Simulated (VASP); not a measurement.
Wanted: the native input for a VASP 6.6.1 run.

| Item | Value |
| --- | --- |
| Task | single point |
| Functional | PBE |
| Potentials or basis | VASP PAW PBE potentials, release 64 (Be, Se) |
| Cutoff | 600 eV |
| k mesh | 8 × 8 × 8 |
| Occupations | fermi-dirac, width 0.02 eV |
| Spin | no spin polarisation |
| Dipole correction | no |
| Further INCAR settings | ALGO = Normal; EDIFF = 1e-06; NBANDS = 11 |

The structure of BeSe lies in POSCAR:

```
BeSe
1.0
    0.0000000000      2.5810353788      2.5810353788
    2.5810353788      0.0000000000      2.5810353788
    2.5810353788      2.5810353788      0.0000000000
Be Se
1 1
Direct
    0.0000000000      0.0000000000      0.0000000000
    0.2500000000      0.2500000000      0.2500000000
```

One way to write it, as run:

INCAR

```
PREC     = Accurate       # precision mode
ENCUT    = 600            # plane-wave cutoff, eV
EDIFF    = 1E-6           # SCF threshold, eV
ISMEAR   = -1             # smearing method
SIGMA    = 0.02           # smearing width, eV
LREAL    = False          # projectors in reciprocal space
LASPH    = True           # aspherical terms in the spheres
NELM     = 120            # most SCF steps
ALGO     = Normal         # electronic algorithm
ISIF     = 2              # what is computed and relaxed
LWAVE    = False          # write WAVECAR
LCHARG   = False          # write CHGCAR
GGA      = PE             # functional
NBANDS   = 11             # bands
GGA_COMPAT= False
```

KPOINTS

```
Automatic mesh
0
Gamma
  8 8 8
```

Potentials or basis: VASP PAW PBE potentials, release 64 (Be, Se).

The run is started by

```sh
$ cat potpaw_PBE.64/Be/POTCAR potpaw_PBE.64/Se/POTCAR > POTCAR
$ mpirun -np 1 vasp_std > vasp.out
```

Results of the run:

```yaml
Pressure: 0.9 GPa
Band_gap_on_the_k_mesh: 2.64 eV, indirect (least direct gap 4.29 eV)
```

Wall time 14 s on 1 thread of Intel(R) Xeon(R) Platinum 8259CL CPU @ 2.50GHz (Skylake/Cascade Lake), with other jobs on the host, peak memory 0.17 GiB.
